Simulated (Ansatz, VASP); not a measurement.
**One calculation of Ta2N, two programs**

```xyz
9
Lattice="5.2966 0.0000 0.0000 -2.6483 4.5870 0.0000 0.0000 0.0000 4.9392" Properties=species:S:1:pos:R:3 pbc="T T T"
Ta    1.7647    3.0566    3.7223
Ta   -0.8836    1.5304    3.7223
Ta    1.7671    0.0000    3.7223
Ta    0.8836    1.5304    1.2169
Ta   -1.7236    3.1761    1.1361
Ta    3.5294    0.0000    1.2169
N     2.6483    1.5290    2.4696
N     0.0000    3.0580    2.4696
N     0.0000    0.0000    0.0000
```

Alike in both runs: task single point; functional PBE; k mesh 6 × 6 × 6; occupations gaussian, width 0.05 eV; no spin polarisation.

```csv
,VASP,Ansatz
version,VASP 6.6.1,Ansatz 0.2.0
potentials or method,"VASP PAW PBE potentials, release 64 (Ta_pv, N), cutoff 520 eV","scalar-relativistic, plane waves, PAW"
valence electrons in the cell,81,93
```

|  | VASP | Ansatz | Ansatz less VASP |
| --- | --- | --- | --- |
| gap on the k mesh at the Fermi level (eV) | none | none | - |
| pressure (GPa) | 4.3 | 3.8 | -0.47 |
| traceless stress, the component that is largest in VASP (GPa) | 0.91 | 0.89 | -0.013 |
| rms of the force components (eV/Å) | 0.709 | 0.708 | -0.0010 |

Atom by atom the forces differ by 0.008 eV/Å (rms over components). A gap of «none» marks a metal or a gap that the smearing closes. VASP's potentials hold 81 valence electrons a cell and Ansatz's 93, so a difference there can come from the potentials and not from the codes.

Spin-orbit coupling is off throughout.
